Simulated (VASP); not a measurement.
# HfN in VASP: a series of runs

The runs below take HfN through single point, with PBEsol.

Program: VASP 6.6.1. These are calculated values, not measurements. Logs are shortened: lines on timing, memory, paths and dates and some standing lists are left out, and cuts for length are marked.

## Step 1: The cell of the first run

It takes space group F-43m (No. 216, cubic). Conventional cell: a = 4.910 Å, b = 4.910 Å, c = 4.910 Å, α = 90.00°, β = 90.00°, γ = 90.00°. Hf (site symmetry -43m) has 4 N at 2.13 Å within 2.8 Å. N (site symmetry -43m) has 4 Hf at 2.13 Å within 2.8 Å.

## Step 2: Single point, PBEsol

INCAR reads:

```
SYSTEM = HfN
PREC = Accurate
ENCUT = 600
EDIFF = 1E-6
ISMEAR = 1
SIGMA = 0.05
LREAL = .FALSE.
LASPH = .TRUE.
NELM = 120
ALGO = Normal
ISIF = 2
LWAVE = .FALSE.
LCHARG = .FALSE.
GGA = PS
NBANDS = 14
GGA_COMPAT = .FALSE.
```

KPOINTS reads:

```
Automatic mesh
0
G
  11 11 11
  0 0 0
```

POSCAR reads:

```
HfN
1.0
    0.0000000000      2.4548220000      2.4548220000
    2.4548220000      0.0000000000      2.4548220000
    2.4548220000      2.4548220000      0.0000000000
Hf N
1 1
Direct
    0.0000000000      0.0000000000      0.0000000000
    0.2500000000      0.2500000000      0.2500000000
```

Potentials or basis: VASP PAW PBE potentials, release 64 (Hf_pv, N).

Command:

```bash
$ cat potpaw_PBE.64/Hf_pv/POTCAR potpaw_PBE.64/N/POTCAR > POTCAR
$ mpirun -np 1 vasp_std > vasp.out
```

OUTCAR:

```text
SYSTEM = HfN
   PREC = Accurate
   ENCUT = 600
   EDIFF = 1E-6
   ISMEAR = 1
   LREAL = .FALSE.
   LASPH = .TRUE.
   NELM = 120
   ISIF = 2
   GGA = PS

 ion  position               nearest neighbor table
   1  0.000  0.000  0.000-   2 2.13   2 2.13   2 2.13   2 2.13
   2  0.250  0.250  0.250-   1 2.13   1 2.13   1 2.13   1 2.13

  LATTYP: Found a face centered cubic cell.
 ALAT       =     4.9096440000

  Lattice vectors:

 A1 = (   0.0000000000,   2.4548220000,   2.4548220000)
 A2 = (   2.4548220000,   0.0000000000,   2.4548220000)
 A3 = (   2.4548220000,   2.4548220000,   0.0000000000)

Analysis of symmetry for initial positions (statically):
=====================================================================
 Subroutine PRICEL returns:
 Original cell was already a primitive cell.

 Routine SETGRP: Setting up the symmetry group for a
 face centered cubic supercell.

 Subroutine GETGRP returns: Found 24 space group operations
 (whereof 24 operations were pure point group operations)
 out of a pool of 48 trial point group operations.

The static configuration has the point symmetry T_d .

Analysis of symmetry for dynamics (positions and initial velocities):
=====================================================================
 Subroutine PRICEL returns:
 Original cell was already a primitive cell.

 Routine SETGRP: Setting up the symmetry group for a
 face centered cubic supercell.

 Subroutine GETGRP returns: Found 24 space group operations
 (whereof 24 operations were pure point group operations)
 out of a pool of 48 trial point group operations.

The dynamic configuration has the point symmetry T_d .

 Subroutine INISYM returns: Found 24 space group operations
 (whereof 24 operations are pure point group operations),
 and found     1 'primitive' translations

----------------------------------------------------------------------------------------

                                     Primitive cell

  volume of cell :      29.5863

  direct lattice vectors                    reciprocal lattice vectors
     0.000000000  2.454822000  2.454822000    -0.203680756  0.203680756  0.203680756
     2.454822000  0.000000000  2.454822000     0.203680756 -0.203680756  0.203680756
     2.454822000  2.454822000  0.000000000     0.203680756  0.203680756 -0.203680756

  length of vectors
     3.471642566  3.471642566  3.471642566     0.352785417  0.352785417  0.352785417

  position of ions in fractional coordinates (direct lattice)
     0.000000000  0.000000000  0.000000000
     0.250000000  0.250000000  0.250000000

  ion indices of the primitive-cell ions
[... 88 lines left out ...]
   EMIN   =  10.00;   EMAX   =-10.00  energy-range for DOS
   EFERMI =   0.00;   METHOD = LEGACY
   ISMEAR =     1;   SIGMA  =   0.05  broadening in eV -4-tet -1-fermi 0-gaus
   EFERMI_NEDOS =   21; number of points for ismear=-14 and -15
   IALGO  =     38    algorithm
   IMIX   =      4    mixing-type and parameters
     AMIX     =   0.40;   BMIX     =  1.00
     AMIX_MAG =   1.60;   BMIX_MAG =  1.00
  volume/ion in A,a.u.               =      14.79        99.83
  Fermi-wavevector in a.u.,A,eV,Ry     =   1.305395  2.466839 23.185087  1.704056
  Thomas-Fermi vector in A             =   2.436267
   LORBIT       =      0    0 simple, 1 ext, 2 COOP (PROOUT), +10 PAW based schemes
   GGA     = PS    functional components
   LHFCALC =     F    Hartree Fock is set to
   AEXX    =    0.0000 exact exchange contribution
   IVDW    =     0    specifies the selected vdW correction
   LEPSILON=     F    determine dielectric tensor
   LRPA    =     F    only Hartree local field effects (RPA)
 non-spin polarized calculation
 Methfessel and Paxton  Order N= 1 SIGMA  =   0.05
  energy-cutoff  :      600.00
  volume of cell :       29.59
 maximum number of plane-waves:       998
   NGX = 13   NGY = 13   NGZ = 13

 number of electron      15.0000001 magnetization

 Free energy of the ion-electron system (eV)
  ---------------------------------------------------
  ext. energy  EPLUGINS =         0.00000000
  ---------------------------------------------------
  free energy    TOTEN  =       -22.25658667 eV

  energy without entropy =      -22.25620418  energy(sigma->0) =      -22.25645917

 E-fermi :   5.5100     XC(G=0): -11.3973

 val. band max:        5.4976182459   @ k =   0.4545   0.2727   0.0909
 cond. band min:       5.7684826141   @ k =   0.2727   0.1818   0.0000
 fundamental gap:      0.2708643682
 Fermi energy:         5.5099635079

 k-point     1 :       0.0000    0.0000    0.0000
  band No.  band energies     occupation
      1     -25.4577      2.00000
      2     -25.4577      2.00000
      3     -25.4577      2.00000
      4     -10.4989      2.00000
      5       0.1486      2.00000
      6       0.1486      2.00000
      7       0.1486      2.00000
      8       4.8707      2.00000
      9       7.8030      0.00000
     10       7.8030      0.00000
     11      12.1872      0.00000
     12      12.1872      0.00000
     13      12.1872      0.00000
     14      17.9066      0.00000
[... 377 lines left out ...]
      1     -25.7266      2.00000
      2     -25.5619      2.00000
      3     -25.4906      2.00000
      4      -9.7115      2.00000
      5      -0.5165      2.00000
      6       0.5759      2.00000
      7       0.6184      2.00000
      8       6.7414      0.00000
      9       7.4043      0.00000
     10       7.9434      0.00000
     11      10.8641      0.00000
     12      12.2285      0.00000
     13      12.9800      0.00000
     14      14.7567      0.00000

 [... further k-points ...]

------------------------ aborting loop because EDIFF is reached ----------------------------------------

  FORCE on cell =-STRESS in cart. coord.  units (eV):
  Direction    XX          YY          ZZ          XY          YZ          ZX
  --------------------------------------------------------------------------------------
  -------------------------------------------------------------------------------------
  Total       -1.1002130     -1.1002130     -1.1002130      0.0000000     -0.0000000      0.0000000
  in kB      -59.5795684    -59.5795684    -59.5795684      0.0000000     -0.0000000      0.0000000
  external PRESSURE =     -59.5795684 kB  Pullay stress =       0.0000000 kB

 VOLUME and BASIS-vectors are now :
 -----------------------------------------------------------------------------
  energy-cutoff  :      600.00
  volume of cell :       29.59
      direct lattice vectors                 reciprocal lattice vectors
     0.000000000  2.454822000  2.454822000    -0.203680756  0.203680756  0.203680756
     2.454822000  0.000000000  2.454822000     0.203680756 -0.203680756  0.203680756
     2.454822000  2.454822000  0.000000000     0.203680756  0.203680756 -0.203680756

 POSITION                                       TOTAL-FORCE (eV/Angst)
 -----------------------------------------------------------------------------------
      0.00000      0.00000      0.00000        -0.000000     -0.000000     -0.000000
      1.22741      1.22741      1.22741         0.000000      0.000000      0.000000
 -----------------------------------------------------------------------------------
    total drift:                               -0.000000     -0.000000     -0.000000

  FREE ENERGIE OF THE ION-ELECTRON SYSTEM (eV)
  ---------------------------------------------------
  free  energy   TOTEN  =       -22.2565866743 eV

  energy  without entropy=      -22.2562041762  energy(sigma->0) =      -22.25645917
```

stdout:

```text
POSCAR found type information on POSCAR HfN
 POSCAR found :  2 types and       2 ions
 scaLAPACK will be used
 -----------------------------------------------------------------------------
|                                                                             |
|                                                                             |
|     You enforced a specific xc type in the INCAR file but a different       |
|     I HOPE YOU KNOW WHAT YOU ARE DOING!                                     |
|                                                                             |
 -----------------------------------------------------------------------------

 LDA part: xc-table for (Slater+PW92), standard interpolation
 POSCAR, INCAR and KPOINTS ok, starting setup
 FFT: planning ... GRIDC
 FFT: planning ... GRID_SOFT
 FFT: planning ... GRID
 WAVECAR not read
 entering main loop
```

Run time: 13 s. Hardware: 1 thread of Intel Xeon 6975P-C (Granite Rapids), shared host; peak memory 0.17 GiB.

Results:

```
Free energy            : -22.2566 eV
Pressure               : -6.0 GPa
Band gap on the k mesh : zero (an odd number of electrons rules out a gap without spin polarisation)
```

Levels at points of the mesh, in eV from the Fermi level:
| k point | band 4 | band 5 | band 6 | band 7 | band 8 | band 9 | band 10 | band 11 |
| --- | --- | --- | --- | --- | --- | --- | --- | --- |
| (0.00, 0.00, 0.00) | -16.01 | -5.36 | -5.36 | -5.36 | -0.64 | 2.29 | 2.29 | 6.68 |

Caveat: the cell stands under tension; the PAW data sets were made with another functional, which shifts forces and pressure a little; spin-orbit coupling is left out, which moves the levels of the heavy elements.

## Step 3: Single point, PBEsol

This run uses another cell than the first one, of 14.45 Å³/atom.

INCAR is that of step 2.

KPOINTS reads:

```
regular mesh
0
G
  11 11 11
  0 0 0
```

POSCAR reads:

```
HfN
1.0
    0.0000000000      2.4263998920      2.4548220000
    2.4263998920      0.0000000000      2.4548220000
    2.4263998920      2.4263998920      0.0000000000
Hf N
1 1
Direct
    0.0000000000      0.0000000000      0.0000000000
    0.2500000000      0.2500000000      0.2500000000
```

Potentials or basis: VASP PAW PBE potentials, release 64 (Hf_pv, N).

Command:

```bash
$ cat potpaw_PBE.64/Hf_pv/POTCAR potpaw_PBE.64/N/POTCAR > POTCAR
$ mpirun -np 1 vasp_std > vasp.out
```

Run time: 26 s. Hardware: 1 thread of Intel Xeon 6975P-C (Granite Rapids), shared host; peak memory 0.2 GiB.

It converged, with:

```yaml
Free_energy: -22.2708 eV
Pressure: -1.5 GPa
Band_gap_on_the_k_mesh: zero (an odd number of electrons rules out a gap without spin polarisation)
```

Stress tensor (GPa, compression positive):
```
-0.91  0.00  0.00
 0.00 -0.91  0.00
 0.00  0.00 -2.67
```

Levels at points of the mesh, in eV from the Fermi level:
| k point | band 4 | band 5 | band 6 | band 7 | band 8 | band 9 | band 10 | band 11 | band 12 | band 13 |
| --- | --- | --- | --- | --- | --- | --- | --- | --- | --- | --- |
| (0.00, 0.00, 0.00) | -16.13 | -5.50 | -5.46 | -5.46 | -0.59 | 2.27 | 2.42 | 6.69 | 6.89 | 6.89 |

Caveat: the PAW data sets were made with another functional, which shifts forces and pressure a little; spin-orbit coupling is left out, which moves the levels of the heavy elements.
